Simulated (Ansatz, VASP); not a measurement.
# Two plane-wave programs on LiBr

```
Li Br
1.0
     0.00000    2.77304    2.77304
     2.77304    0.00000    2.77304
     2.77304    2.77304    0.00000
Li Br
1 1
Direct
  0.00000 0.00000 0.00000
  0.50000 0.50000 0.50000
```

Change from the starting cell: volume scaled by 1.02, PAW files.

Alike in both runs: task electric field gradients; functional PBE; k mesh 12 × 12 × 12; occupations fermi-dirac, width 0.08 eV; no spin polarisation.

|  | VASP | Ansatz |
| --- | --- | --- |
| version | VASP 6.6.1 | Ansatz 0.2.0 |
| potentials or method | VASP PAW PBE potentials, release 64 (Li_sv, Br) | PAW with Ansatz's default frozen-core files, scalar-relativistic |
| plane-wave cutoff (eV) | 650 | 420 |
| valence electrons in the cell | 10 | 10 |

```csv
,VASP,Ansatz,Ansatz less VASP
gap on the k mesh at the Fermi level (eV),4.84,4.83,-0.007
pressure (GPa),-0.6,-0.5,+0.08
```

The functional is the same, so the differences come from potentials, cutoffs and numerics.
